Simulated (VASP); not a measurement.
The system is TiAl3.

```xyz
4
Lattice="2.8117 -0.0197 -0.0187 -0.0324 4.6422 -0.0101 -0.0322 -0.0106 4.9349" Properties=species:S:1:pos:R:3 pbc="T T T"
Ti   -0.0967    2.2666    0.8643
Al    1.3766    2.4141    3.3142
Al    1.3202    0.1818    1.5121
Al   -0.0136   -0.0233    4.1765
```

Program: VASP 6.6.1. Alike in all runs: task single point; level PBEsol; potentials or basis VASP PAW PBE potentials, release 64 (Ti_sv, Al); no spin polarisation; cell as given; cutoff (eV) 520; smearing gaussian 0.1 eV.

Order these runs on this cell by their pressure, lowest first.
A. k mesh 1 × 1 × 1
B. k mesh 2 × 2 × 2
C. k mesh 4 × 4 × 4

A (-8.3 GPa), B (-0.7 GPa), C (1.2 GPa).

Caveats: all runs use coarse meshes; the PAW data sets were made with another functional, which shifts forces and pressure a little.
